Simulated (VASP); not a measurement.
# CuO (C2/c) in VASP: a series of runs

Runs on CuO. Level: PBE. Tasks: single point.

Program: VASP 6.6.1. These are calculated values, not measurements. Logs are shortened: lines on timing, memory, paths and dates and some standing lists are left out, and cuts for length are marked.

## (1) The cell of the first run

The typed cell holds 4 atoms: a = 2.948 Å, b = 2.948 Å, c = 5.152 Å, α = 90.03°, β = 90.03°, γ = 89.85°.

## (2) Single point, PBE, collinear spin

INCAR reads:

```
SYSTEM = CuO
PREC = Accurate ; ENCUT = 520
EDIFF = 1E-6 ; ISMEAR = 0
SIGMA = 0.05 ; LREAL = .False.
LASPH = .True. ; NELM = 150
ALGO = Normal ; ISIF = 2
LWAVE = .False. ; LCHARG = .True.
ISPIN = 2 ; MAGMOM = 1 1 0 0
LORBIT = 11 ; LMAXMIX = 4
GGA = PE ; LELF = .True.
LVHAR = .True. ; NBANDS = 29
```

KPOINTS reads:

```
Automatic mesh
0
Gamma
  12 12 8
  0.5 0.5 0.5
```

POSCAR reads:

```
CuO
1.0
    2.0812975449     -2.0821719071      0.1623629266
    2.0812975449      2.0821719071      0.1623629266
   -0.4047888536      0.0000000000      5.1359082587
Cu O
2 2
Direct
    0.0000000000      0.5000000000      0.0000000000
    0.5000000000      0.0000000000      0.5000000000
    0.5001697937      0.4998302063      0.2500000000
    0.4998302063      0.5001697937      0.7500000000
```

Potentials or basis: VASP PAW PBE potentials, release 64 (Cu, O).

The run is started by

```bash
$ cat potpaw_PBE.64/Cu/POTCAR potpaw_PBE.64/O/POTCAR > POTCAR
$ mpirun -np 1 vasp_std > vasp.out
```

OUTCAR:

```text
SYSTEM = CuO
   PREC = Accurate
   ENCUT = 520
   EDIFF = 1E-6
   ISMEAR = 0
   LREAL = .False.
   LASPH = .True.
   NELM = 150
   ISIF = 2
   ISPIN = 2
   LORBIT = 11
   GGA = PE

 ion  position               nearest neighbor table
   1  0.000  0.500  0.000-   3 1.96   4 1.96   4 1.96   3 1.96
   2  0.500  0.000  0.500-   4 1.96   3 1.96   4 1.96   3 1.96
   3  0.500  0.500  0.250-   2 1.96   1 1.96   2 1.96   1 1.96
   4  0.500  0.500  0.750-   1 1.96   2 1.96   2 1.96   1 1.96

  LATTYP: Found a base centered monoclinic cell.
 ALAT       =     4.1752418806
 B/A-ratio  =     0.9973898359
 C/A-ratio  =     1.2339010566
 COS(beta)  =    -0.0008000826

  Lattice vectors:

 A1 = (   2.0812975449,  -2.0821719071,   0.1623629266)
 A2 = (   2.0812975449,   2.0821719071,   0.1623629266)
 A3 = (  -0.4047888536,   0.0000000000,   5.1359082587)

Analysis of symmetry for initial positions (statically):
=====================================================================
 Subroutine PRICEL returns:
 Original cell was already a primitive cell.

 Routine SETGRP: Setting up the symmetry group for a
 base centered monoclinic supercell.

 Subroutine GETGRP returns: Found  4 space group operations
 (whereof  2 operations were pure point group operations)
 out of a pool of  4 trial point group operations.

The static configuration has the point symmetry S_2 .
 The point group associated with its full space group is C_2h.

Analysis of symmetry for dynamics (positions and initial velocities):
=====================================================================
 Subroutine PRICEL returns:
 Original cell was already a primitive cell.

 Routine SETGRP: Setting up the symmetry group for a
 base centered monoclinic supercell.

 Subroutine GETGRP returns: Found  4 space group operations
 (whereof  2 operations were pure point group operations)
 out of a pool of  4 trial point group operations.

The dynamic configuration has the point symmetry S_2 .
 The point group associated with its full space group is C_2h.

Analysis of structural, dynamic, and magnetic symmetry:
=====================================================================
 Subroutine PRICEL returns:
 Original cell was already a primitive cell.

 Routine SETGRP: Setting up the symmetry group for a
 base centered monoclinic supercell.

 Subroutine GETGRP returns: Found  4 space group operations
 (whereof  2 operations were pure point group operations)
 out of a pool of  4 trial point group operations.

The overall configuration has the point symmetry S_2 .
 The point group associated with its full space group is C_2h.

 Subroutine INISYM returns: Found  4 space group operations
 (whereof  2 operations are pure point group operations),
 and found     1 'primitive' translations

----------------------------------------------------------------------------------------

                                     Primitive cell

  volume of cell :      44.7878

  direct lattice vectors                    reciprocal lattice vectors
     2.081297545 -2.082171907  0.162362927     0.238766713 -0.240133871  0.018818503
     2.081297545  2.082171907  0.162362927     0.238766713  0.240133871  0.018818503
    -0.404788854  0.000000000  5.135908259    -0.015096400  0.000000000  0.193517698

  length of vectors
     2.948491316  2.948491316  5.151835368     0.339157714  0.339157714  0.194105644

  position of ions in fractional coordinates (direct lattice)
     0.000000000  0.500000000  0.000000000
     0.500000000  0.000000000  0.500000000
     0.500169794  0.499830206  0.250000000
     0.499830206  0.500169794  0.750000000

  ion indices of the primitive-cell ions
   primitive index   ion index
                 1           1
                 2           2
                 3           3
                 4           4

----------------------------------------------------------------------------------------

 KPOINTS: Automatic mesh

Automatic generation of k-mesh.
 Grid dimensions read from file:
 generate k-points for:   12   12    8

 Generating k-lattice:

  Cartesian coordinates                     Fractional coordinates (reciprocal lattice)
     0.019897226 -0.020011156  0.001568209     0.083333333 -0.000000000  0.000000000
     0.019897226  0.020011156  0.001568209    -0.000000000  0.083333333  0.000000000
    -0.001887050  0.000000000  0.024189712     0.000000000  0.000000000  0.125000000

  Length of vectors
     0.028263143  0.028263143  0.024263205

  Shift w.r.t. Gamma in fractional coordinates (k-lattice)
     0.500000000  0.500000000  0.500000000

 Subroutine IBZKPT returns following result:
 ===========================================

 Found    312 irreducible k-points:

 Following reciprocal coordinates:
            Coordinates               Weight
  0.041667  0.041667  0.062500      2.000000
  0.125000  0.041667  0.062500      4.000000
  0.208333  0.041667  0.062500      4.000000
  0.291667  0.041667  0.062500      4.000000
  0.375000  0.041667  0.062500      4.000000
  0.458333  0.041667  0.062500      4.000000
[... 16 lines left out ...]
 -0.041667  0.125000  0.062500      4.000000
  0.208333  0.208333  0.062500      2.000000
 [... further k-points ...]
   k-points           NKPTS =    312   k-points in BZ     NKDIM =    312   number of bands    NBANDS=     29
   number of dos      NEDOS =    301   number of ions     NIONS =      4
   total plane-waves  NPLWV =  23040
   dimension x,y,z NGX =    24 NGY =   24 NGZ =   40
   dimension x,y,z NGXF=    48 NGYF=   48 NGZF=   80
   ions per type =               2   2
   NGX,Y,Z   is equivalent  to a cutoff of  13.53, 13.53, 12.91 a.u.
   NGXF,Y,Z  is equivalent  to a cutoff of  27.06, 27.06, 25.82 a.u.
 SYSTEM =  CuO
   PREC   = accura    normal or accurate (medium, high low for compatibility)
   ISTART =      0    job   : 0-new  1-cont  2-samecut
   ICHARG =      2    charge: 1-file 2-atom 10-const
   ISPIN  =      2    spin polarized calculation?
   LNONCOLLINEAR =      F non collinear calculations
   LSORBIT =      F    spin-orbit coupling
   LASPH  =      T    aspherical Exc in radial PAW
   ENCUT  =  520.0 eV  38.22 Ry    6.18 a.u.   5.48  5.48  9.58*2*pi/ulx,y,z
   NELM   =    150;   NELMIN=  2; NELMDL= -5     # of ELM steps
   EDIFF  = 0.1E-05   stopping-criterion for ELM
   LREAL  =      F    real-space projection
   EDIFFG = 0.1E-04   stopping-criterion for IOM
   NSW    =      0    number of steps for IOM
   IBRION =     -1    ionic relax: 0-MD 1-quasi-New 2-CG
   NFREE  =      0    steps in history (QN), initial steepest desc. (CG)
   ISIF   =      2    stress and relaxation
   ISYM   =      2    0-nonsym 1-usesym 2-fastsym
   POTIM  = 0.5000    time-step for ionic-motion
   TEBEG  =    0.0;   TEEND  =   0.0 temperature during run
   PSTRESS=    0.0 pullay stress
   NELECT =      34.0000    total number of electrons
   NUPDOWN=      -1.0000    fix difference up-down
   EMIN   =  10.00;   EMAX   =-10.00  energy-range for DOS
   EFERMI =   0.00;   METHOD = LEGACY
   ISMEAR =     0;   SIGMA  =   0.05  broadening in eV -4-tet -1-fermi 0-gaus
   EFERMI_NEDOS =   21; number of points for ismear=-14 and -15
   IALGO  =     38    algorithm
   IMIX   =      4    mixing-type and parameters
     AMIX     =   0.40;   BMIX     =  1.00
     AMIX_MAG =   1.60;   BMIX_MAG =  1.00
  volume/ion in A,a.u.               =      11.20        75.56
  Fermi-wavevector in a.u.,A,eV,Ry     =   1.493417  2.822149 30.345000  2.230295
  Thomas-Fermi vector in A             =   2.605820
   LORBIT       =     11    0 simple, 1 ext, 2 COOP (PROOUT), +10 PAW based schemes
   GGA     = PE    functional components
   LHFCALC =     F    Hartree Fock is set to
   AEXX    =    0.0000 exact exchange contribution
   IVDW    =     0    specifies the selected vdW correction
   LEPSILON=     F    determine dielectric tensor
   LRPA    =     F    only Hartree local field effects (RPA)
 spin polarized calculation
 Gauss-broadening in eV      SIGMA  =   0.05
  energy-cutoff  :      520.00
  volume of cell :       44.79
 maximum number of plane-waves:      1224
 NGX is ok and might be reduce to    24
   NGX = 11   NGY = 11   NGZ = 19

 number of electron      34.0000018 magnetization       0.0076935

 number of electron      34.0000018 magnetization      -0.0011120

 Free energy of the ion-electron system (eV)
  ---------------------------------------------------
  ext. energy  EPLUGINS =         0.00000000
  ---------------------------------------------------
  free energy    TOTEN  =       -19.73495512 eV

  energy without entropy =      -19.73264091  energy(sigma->0) =      -19.73379802

 E-fermi :   4.7796     XC(G=0): -11.2578

 val. band max:        4.7794974209   @ k =  -0.2083   0.2917   0.3125
 cond. band min:       4.7862222133   @ k =  -0.0417   0.4583   0.1875
 fundamental gap:      0.0067247924
 Fermi energy:         4.7795985306

 spin component 1

 k-point     1 :       0.0417    0.0417    0.0625
  band No.  band energies     occupation
      1     -14.9221      1.00000
      2     -13.6670      1.00000
      3      -3.1687      1.00000
      4      -0.6025      1.00000
      5      -0.5995      1.00000
      6       0.9093      1.00000
[... 757 lines left out ...]
     28      23.2801      0.00000
     29      24.8673      0.00000

 [... further k-points ...]

 spin component 2

 k-point     1 :       0.0417    0.0417    0.0625
  band No.  band energies     occupation
      1     -14.9224      1.00000
      2     -13.6674      1.00000
      3      -3.1690      1.00000
      4      -0.6029      1.00000
      5      -0.5999      1.00000
      6       0.9091      1.00000
[... 757 lines left out ...]
     28      23.2798      0.00000
     29      24.8671      0.00000

 [... further k-points ...]
[... 5 lines left out ...]
  --------------------------------------------------------------------------------------
  -------------------------------------------------------------------------------------
  Total        0.1494618      0.1591588      0.2695718      0.0000000      0.0000000     -0.0051282
  in kB        5.3466374      5.6935251      9.6432845      0.0000000      0.0000000     -0.1834493
  external PRESSURE =       6.8944823 kB  Pullay stress =       0.0000000 kB

 VOLUME and BASIS-vectors are now :
 -----------------------------------------------------------------------------
  energy-cutoff  :      520.00
  volume of cell :       44.79
      direct lattice vectors                 reciprocal lattice vectors
     2.081297545 -2.082171907  0.162362927     0.238766713 -0.240133871  0.018818503
     2.081297545  2.082171907  0.162362927     0.238766713  0.240133871  0.018818503
    -0.404788854  0.000000000  5.135908259    -0.015096400  0.000000000  0.193517698

 POSITION                                       TOTAL-FORCE (eV/Angst)
 -----------------------------------------------------------------------------------
      1.04065      1.04109      0.08118        -0.000000     -0.000000      0.000000
      0.83825     -1.04109      2.64914        -0.000000     -0.000000      0.000000
      1.98010     -0.00071      1.44634         0.000000     -0.000770      0.000000
      1.77771      0.00071      4.01429         0.000000      0.000770     -0.000000
 -----------------------------------------------------------------------------------
    total drift:                                0.000000      0.000000     -0.000000

  FREE ENERGIE OF THE ION-ELECTRON SYSTEM (eV)
  ---------------------------------------------------
  free  energy   TOTEN  =       -19.7349551186 eV

  energy  without entropy=      -19.7326409126  energy(sigma->0) =      -19.73379802

 total charge

# of ion       s       p       d       tot
------------------------------------------
    1        0.387   0.381   9.122   9.890
    2        0.387   0.381   9.122   9.890
    3        1.577   3.373   0.000   4.950
    4        1.577   3.373   0.000   4.950
--------------------------------------------------
tot          3.929   7.507  18.243  29.679

 magnetization (x)

# of ion       s       p       d       tot
------------------------------------------
    1        0.000   0.000  -0.000  -0.000
    2        0.000   0.000  -0.000  -0.000
    3       -0.000  -0.000   0.000  -0.000
    4       -0.000  -0.000   0.000  -0.000
--------------------------------------------------
tot         -0.000  -0.000  -0.000  -0.001
```

It took 9.9 min on 1 thread of Oxide Virtual Turin-like, shared host; peak memory 0.56 GiB.

What came out:

```
Free energy                                           : -19.7350 eV
Pressure                                              : 0.7 GPa
Band gap on the k mesh                                : zero (filled and empty bands overlap)
Net moment                                            : 0.00 μB per cell
Valence electrons inside the program's atomic spheres : Cu 9.89; O 4.95
```

Caveat: semilocal functionals often make such compounds metallic where correlation or magnetic order opens a gap, which also shifts bond lengths.

(Continued in part 2 of 2.)
